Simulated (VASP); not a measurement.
# GeCN2 (R-3m) in VASP: relaxation of cell and atoms with PBEsol

Aim: the relaxation of cell and atoms of GeCN2 with PBEsol.

Everything below comes from runs of VASP 6.6.1. Logs are shortened: lines on timing, memory, paths and dates and some standing lists are left out, and cuts for length are marked.

### 1 The cell of the first run

The structure is trigonal, space group R-3m (No. 166). The conventional cell has a = 3.588 Å, b = 3.588 Å, c = 14.766 Å, α = 90.00°, β = 90.00°, γ = 120.00°. Ge (site symmetry -3m) has 6 N at 2.40 Å and 6 C at 3.22 Å within 3.3 Å. C (site symmetry -3m) has 2 N at 1.24 Å within 1.7 Å. Within 1.7 Å of N (site symmetry 3m) lie 1 C at 1.24 Å.

### 2 Relaxation of cell and atoms, PBEsol

Input file INCAR:

```
PREC = Accurate ; ENCUT = 600
EDIFF = 1E-6 ; ISMEAR = 0
SIGMA = 0.02 ; LREAL = F
LASPH = T ; NELM = 60
ALGO = Normal ; ISIF = 3
LWAVE = F ; LCHARG = F
GGA = PS ; IBRION = 2
NSW = 100 ; EDIFFG = -0.005
```

Input file KPOINTS:

```
Automatic mesh
0
Gamma
  12 12 12
```

Input file POSCAR:

```
GeCN2
1.0
    1.7937903697      1.0356453528      4.9219572124
   -1.7937903697      1.0356453528      4.9219572124
    0.0000000000     -2.0712907057      4.9219572124
Ge C N
1 1 2
Direct
    0.0000000000      0.0000000000      0.0000000000
    0.5000000000      0.5000000000      0.5000000000
    0.4160956000      0.4160956000      0.4160956000
    0.5839044000      0.5839044000      0.5839044000
```

Potentials or basis: VASP PAW PBE potentials, release 64 (Ge_d, C, N).

Started as:

```console
$ cat potpaw_PBE.64/Ge_d/POTCAR potpaw_PBE.64/C/POTCAR potpaw_PBE.64/N/POTCAR > POTCAR
$ mpirun -np 1 vasp_std > vasp.out
```

OUTCAR:

```text
PREC = Accurate
   ENCUT = 600
   EDIFF = 1E-6
   ISMEAR = 0
   LREAL = F
   LASPH = T
   NELM = 60
   ISIF = 3
   GGA = PS
   IBRION = 2
   NSW = 100
   EDIFFG = -0.005

 ion  position               nearest neighbor table
   1  0.000  0.000  0.000-
   2  0.500  0.500  0.500-   3 1.24   4 1.24
   3  0.416  0.416  0.416-   2 1.24
   4  0.584  0.584  0.584-   2 1.24

  LATTYP: Found a trigonal (rhomboedric) cell.
 ALAT       =     5.3400288377
 COS(alpha) =     0.7743235887

  Lattice vectors:

 A1 = (   1.7937903697,   1.0356453528,   4.9219572124)
 A2 = (  -1.7937903697,   1.0356453528,   4.9219572124)
 A3 = (   0.0000000000,  -2.0712907057,   4.9219572124)

Analysis of symmetry for initial positions (statically):
=====================================================================
 Subroutine PRICEL returns:
 Original cell was already a primitive cell.

 Routine SETGRP: Setting up the symmetry group for a
 trigonal (rhombohedral) supercell.

 Subroutine GETGRP returns: Found 12 space group operations
 (whereof 12 operations were pure point group operations)
 out of a pool of 12 trial point group operations.

The static configuration has the point symmetry D_3d.

Analysis of symmetry for dynamics (positions and initial velocities):
=====================================================================
 Subroutine PRICEL returns:
 Original cell was already a primitive cell.

 Routine SETGRP: Setting up the symmetry group for a
 trigonal (rhombohedral) supercell.

 Subroutine GETGRP returns: Found 12 space group operations
 (whereof 12 operations were pure point group operations)
 out of a pool of 12 trial point group operations.

The dynamic configuration has the point symmetry D_3d.

 Subroutine INISYM returns: Found 12 space group operations
 (whereof 12 operations are pure point group operations),
 and found     1 'primitive' translations

----------------------------------------------------------------------------------------

                                     Primitive cell

  volume of cell :      54.8620

  direct lattice vectors                    reciprocal lattice vectors
     1.793790370  1.035645353  4.921957212     0.278739371  0.160930251  0.067723737
    -1.793790370  1.035645353  4.921957212    -0.278739371  0.160930251  0.067723737
     0.000000000 -2.071290706  4.921957212     0.000000000 -0.321860502  0.067723737

  length of vectors
     5.340028838  5.340028838  5.340028838     0.328908327  0.328908327  0.328908327

  position of ions in fractional coordinates (direct lattice)
     0.000000000  0.000000000  0.000000000
     0.500000000  0.500000000  0.500000000
     0.416095600  0.416095600  0.416095600
     0.583904400  0.583904400  0.583904400

  ion indices of the primitive-cell ions
   primitive index   ion index
                 1           1
                 2           2
                 3           3
                 4           4

----------------------------------------------------------------------------------------

 KPOINTS: Automatic mesh

Automatic generation of k-mesh.
 Grid dimensions read from file:
 generate k-points for:   12   12   12

 Generating k-lattice:

  Cartesian coordinates                     Fractional coordinates (reciprocal lattice)
     0.023228281  0.013410854  0.005643645     0.083333333  0.000000000  0.000000000
    -0.023228281  0.013410854  0.005643645     0.000000000  0.083333333  0.000000000
     0.000000000 -0.026821709  0.005643645     0.000000000  0.000000000  0.083333333

  Length of vectors
     0.027409027  0.027409027  0.027409027

  Shift w.r.t. Gamma in fractional coordinates (k-lattice)
     0.000000000  0.000000000  0.000000000

 Subroutine IBZKPT returns following result:
 ===========================================

 Found    189 irreducible k-points:

 Following reciprocal coordinates:
            Coordinates               Weight
  0.000000  0.000000  0.000000      1.000000
  0.083333  0.000000 -0.000000      6.000000
  0.166667  0.000000  0.000000      6.000000
  0.250000  0.000000 -0.000000      6.000000
  0.333333  0.000000 -0.000000      6.000000
  0.416667  0.000000  0.000000      6.000000
[... 16 lines left out ...]
  0.500000  0.166667 -0.000000     12.000000
 -0.416667  0.166667  0.000000     12.000000
 [... further k-points ...]
   k-points           NKPTS =    189   k-points in BZ     NKDIM =    189   number of bands    NBANDS=     18
   number of dos      NEDOS =    301   number of ions     NIONS =      4
   total plane-waves  NPLWV = 110592
   dimension x,y,z NGX =    48 NGY =   48 NGZ =   48
   dimension x,y,z NGXF=    96 NGYF=   96 NGZF=   96
   ions per type =               1   1   2
   NGX,Y,Z   is equivalent  to a cutoff of  14.94, 14.94, 14.94 a.u.
   NGXF,Y,Z  is equivalent  to a cutoff of  29.89, 29.89, 29.89 a.u.
 SYSTEM =  unknown system
   PREC   = accura    normal or accurate (medium, high low for compatibility)
   ISTART =      0    job   : 0-new  1-cont  2-samecut
   ICHARG =      2    charge: 1-file 2-atom 10-const
   ISPIN  =      1    spin polarized calculation?
   LNONCOLLINEAR =      F non collinear calculations
   LSORBIT =      F    spin-orbit coupling
   LASPH  =      T    aspherical Exc in radial PAW
   ENCUT  =  600.0 eV  44.10 Ry    6.64 a.u.  10.67 10.67 10.67*2*pi/ulx,y,z
   NELM   =     60;   NELMIN=  2; NELMDL= -5     # of ELM steps
   EDIFF  = 0.1E-05   stopping-criterion for ELM
   LREAL  =      F    real-space projection
   EDIFFG = -.5E-02   stopping-criterion for IOM
   NSW    =    100    number of steps for IOM
   IBRION =      2    ionic relax: 0-MD 1-quasi-New 2-CG
   NFREE  =      1    steps in history (QN), initial steepest desc. (CG)
   ISIF   =      3    stress and relaxation
   ISYM   =      2    0-nonsym 1-usesym 2-fastsym
   POTIM  = 0.5000    time-step for ionic-motion
   TEBEG  =    0.0;   TEEND  =   0.0 temperature during run
   PSTRESS=    0.0 pullay stress
   NELECT =      28.0000    total number of electrons
   NUPDOWN=      -1.0000    fix difference up-down
   EMIN   =  10.00;   EMAX   =-10.00  energy-range for DOS
   EFERMI =   0.00;   METHOD = LEGACY
   ISMEAR =     0;   SIGMA  =   0.02  broadening in eV -4-tet -1-fermi 0-gaus
   EFERMI_NEDOS =   21; number of points for ismear=-14 and -15
   IALGO  =     38    algorithm
   IMIX   =      4    mixing-type and parameters
     AMIX     =   0.40;   BMIX     =  1.00
     AMIX_MAG =   1.60;   BMIX_MAG =  1.00
  volume/ion in A,a.u.               =      13.72        92.56
  Fermi-wavevector in a.u.,A,eV,Ry     =   1.308289  2.472307 23.287992  1.711619
  Thomas-Fermi vector in A             =   2.438966
   LORBIT       =      0    0 simple, 1 ext, 2 COOP (PROOUT), +10 PAW based schemes
   GGA     = PS    functional components
   LHFCALC =     F    Hartree Fock is set to
   AEXX    =    0.0000 exact exchange contribution
   IVDW    =     0    specifies the selected vdW correction
   LEPSILON=     F    determine dielectric tensor
   LRPA    =     F    only Hartree local field effects (RPA)
 conjugate gradient relaxation of ions
 non-spin polarized calculation
 Gauss-broadening in eV      SIGMA  =   0.02
  energy-cutoff  :      600.00
  volume of cell :       54.86
 maximum number of plane-waves:      1846
 NGX is ok and might be reduce to    48
   NGX = 21   NGY = 21   NGZ = 21

--------------------------------------- Ionic step        1  -------------------------------------------

 number of electron      28.0000003 magnetization

 Free energy of the ion-electron system (eV)
  ---------------------------------------------------
  ext. energy  EPLUGINS =         0.00000000
  ---------------------------------------------------
  free energy    TOTEN  =       -30.60046406 eV

  energy without entropy =      -30.60046406  energy(sigma->0) =      -30.60046406

 E-fermi :   3.5627     XC(G=0):  -9.9149

 val. band max:        3.4417909601   @ k =   0.5000   0.5000   0.1667
 cond. band min:       4.3659004094   @ k =   0.5000   0.5000   0.5000
 fundamental gap:      0.9241094492
 Fermi energy:         3.5627407020

 k-point     1 :       0.0000    0.0000    0.0000
  band No.  band energies     occupation
      1     -21.2111      2.00000
      2     -21.2060      2.00000
      3     -21.2060      2.00000
      4     -21.1971      2.00000
      5     -21.1971      2.00000
      6     -15.7843      2.00000
[... 481 lines left out ...]
      5     -21.1920      2.00000
      6     -15.3989      2.00000
[... 10 lines left out ...]
     17       8.4146      0.00000
     18       9.1103      0.00000

 [... further k-points ...]

------------------------ aborting loop because EDIFF is reached ----------------------------------------

  FORCE on cell =-STRESS in cart. coord.  units (eV):
  Direction    XX          YY          ZZ          XY          YZ          ZX
  --------------------------------------------------------------------------------------
  -------------------------------------------------------------------------------------
  Total       -1.2135999     -1.2135999     -0.9624447      0.0000000      0.0000000      0.0000000
  in kB      -35.4416776    -35.4416776    -28.1070024      0.0000000      0.0000000      0.0000000
  external PRESSURE =     -32.9967859 kB  Pullay stress =       0.0000000 kB
[... 95 lines left out ...]
  FREE ENERGIE OF THE ION-ELECTRON SYSTEM (eV)
  ---------------------------------------------------
  free  energy   TOTEN  =       -30.6295224912 eV

  energy  without entropy=      -30.6295224912  energy(sigma->0) =      -30.62952249

[... ionic steps 4 to 18 ...]

--------------------------------------- Ionic step       19  -------------------------------------------

 number of electron      28.0000001 magnetization

------------------------ aborting loop because EDIFF is reached ----------------------------------------
[... 71 lines left out ...]
--------------------------------------- Ionic step       21  -------------------------------------------

 number of electron      28.0000001 magnetization

 Free energy of the ion-electron system (eV)
  ---------------------------------------------------
  ext. energy  EPLUGINS =         0.00000000
  ---------------------------------------------------
  free energy    TOTEN  =       -30.63565554 eV

  energy without entropy =      -30.63565554  energy(sigma->0) =      -30.63565554

 E-fermi :   4.3459     XC(G=0): -10.2139

 val. band max:        4.1700439994   @ k =   0.5000   0.5000   0.1667
 cond. band min:       5.0007089786   @ k =   0.5000   0.5000   0.5000
 fundamental gap:      0.8306649792
 Fermi energy:         4.3458711706

 k-point     1 :       0.0000    0.0000    0.0000
  band No.  band energies     occupation
      1     -20.5655      2.00000
      2     -20.5641      2.00000
      3     -20.5641      2.00000
      4     -20.5492      2.00000
      5     -20.5492      2.00000
      6     -15.4939      2.00000
[... 481 lines left out ...]
      5     -20.5444      2.00000
      6     -15.0150      2.00000
[... 10 lines left out ...]
     17       9.1030      0.00000
     18       9.7620      0.00000

 [... further k-points ...]

------------------------ aborting loop because EDIFF is reached ----------------------------------------

  FORCE on cell =-STRESS in cart. coord.  units (eV):
  Direction    XX          YY          ZZ          XY          YZ          ZX
  --------------------------------------------------------------------------------------
  -------------------------------------------------------------------------------------
  Total       -0.0107000     -0.0107000     -0.0143505      0.0000000      0.0000000      0.0000000
  in kB       -0.3309900     -0.3309900     -0.4439163      0.0000000      0.0000000      0.0000000
  external PRESSURE =      -0.3686321 kB  Pullay stress =       0.0000000 kB
[... 19 lines left out ...]
  FREE ENERGIE OF THE ION-ELECTRON SYSTEM (eV)
  ---------------------------------------------------
  free  energy   TOTEN  =       -30.6356555354 eV

  energy  without entropy=      -30.6356555354  energy(sigma->0) =      -30.63565554

 reached required accuracy - stopping structural energy minimisation
```

Wall time 46 min (1 thread of AMD EPYC 9R45 (Zen 5), shared host); peak memory 0.49 GiB.

What came out:

* Free energy: -30.6357 eV
* Relaxed volume: 12.95 Å³/atom
* Relaxed cell: a = 5.292 Å, b = 5.292 Å, c = 5.292 Å, α = 38.58°, β = 38.58°, γ = 38.58°
* Space group after relaxing (to 0.1 Å): R-3m (No. 166)
* Energy gained by relaxing: 8.8 meV/atom
* Ionic steps: 21
* Pressure after relaxing: 0.0 GPa
* Band gap on the k mesh: 0.83 eV (least direct gap 1.64 eV)

The path:
```csv
step,energy change (eV),largest force (eV/Å),pressure (GPa),volume (Å³)
1,0.0000,0.1844,-3.30,54.86
2,-0.0284,0.4691,0.31,52.65
3,-0.0291,0.5175,0.70,52.28
4,-0.0175,1.1248,-1.88,51.47
5,-0.0335,0.0696,0.12,52.00
6,-0.0335,0.0519,-0.08,52.01
7,-0.0339,0.0432,0.01,51.99
8,-0.0348,0.0136,-0.12,51.93
9,-0.0350,0.0476,-0.12,51.80
10,-0.0352,0.0235,-0.03,51.85
11,-0.0351,0.0937,-0.32,51.83
12,-0.0352,0.0018,-0.16,51.85
13,-0.0352,0.0208,-0.08,51.82
14,-0.0352,0.0185,-0.14,51.82
15,-0.0352,0.0196,-0.11,51.82
16,-0.0352,0.0144,0.09,51.79
17,-0.0352,0.0062,-0.07,51.80
18,-0.0352,0.0081,-0.04,51.80
19,-0.0352,0.0107,-0.02,51.80
20,-0.0352,0.0090,-0.01,51.80
21,-0.0352,0.0007,-0.04,51.79
```

Final structure:
```
CELL_PARAMETERS angstrom
1.74833 1.00940 4.89148
-1.74833 1.00940 4.89148
0.00000 -2.01880 4.89148
ATOMIC_POSITIONS crystal
Ge 0.00000 0.00000 0.00000
C 0.50000 0.50000 0.50000
N 0.41556 0.41556 0.41556
N 0.58444 0.58444 0.58444
```

Levels at points of the mesh, in eV from the valence-band top:
| k point | band 11 | band 12 | band 13 | band 14 | band 15 | band 16 | band 17 | band 18 |
| --- | --- | --- | --- | --- | --- | --- | --- | --- |
| (0.00, 0.00, 0.00) | -5.49 | -2.26 | -2.26 | -1.93 | 2.40 | 3.16 | 3.16 | 4.78 |
| (0.50, 0.00, 0.00) | -5.69 | -4.45 | -3.66 | -3.35 | 2.75 | 4.67 | 5.23 | 5.30 |
| (0.50, 0.50, 0.00) | -6.20 | -6.08 | -2.13 | -0.07 | 1.78 | 1.79 | 4.05 | 6.12 |
| (0.50, 0.50, 0.50) | -5.49 | -2.34 | -2.34 | -0.85 | 0.83 | 4.66 | 4.66 | 4.87 |

Caveat: the PAW data sets were made with another functional, which shifts forces and pressure a little. A k mesh can miss the band edges.
